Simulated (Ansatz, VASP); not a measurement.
**Zn: VASP beside Ansatz**

```
Zn
1.0
     2.61962    0.00000    0.00000
    -1.30981    2.26866    0.00000
     0.00000    0.00000    4.86284
Zn
2
Direct
  0.33333 0.66667 0.25000
  0.66667 0.33333 0.75000
```

Change from the starting cell: volume scaled by 0.95.

Alike in both runs: task single point; functional PBE; k mesh 18 × 18 × 8; occupations fermi-dirac, width 0.03 eV; no spin polarisation.

```csv
,VASP,Ansatz
version,VASP 6.6.1,Ansatz 0.2.0
potentials or method,"VASP PAW PBE potentials, release 64 (Zn), cutoff 520 eV","all-electron LAPW, scalar-relativistic"
```

VASP gave:

| Item | Value |
| --- | --- |
| pressure (GPa) | 4.3 |
| traceless stress, the component that is largest in VASP (GPa) | -0.21 |

Which values does Ansatz return?

Pressure (GPa): 3.9; traceless stress, the component that is largest in VASP (GPa): -0.06.

Ansatz ran all-electron here, and VASP with PAW potentials.
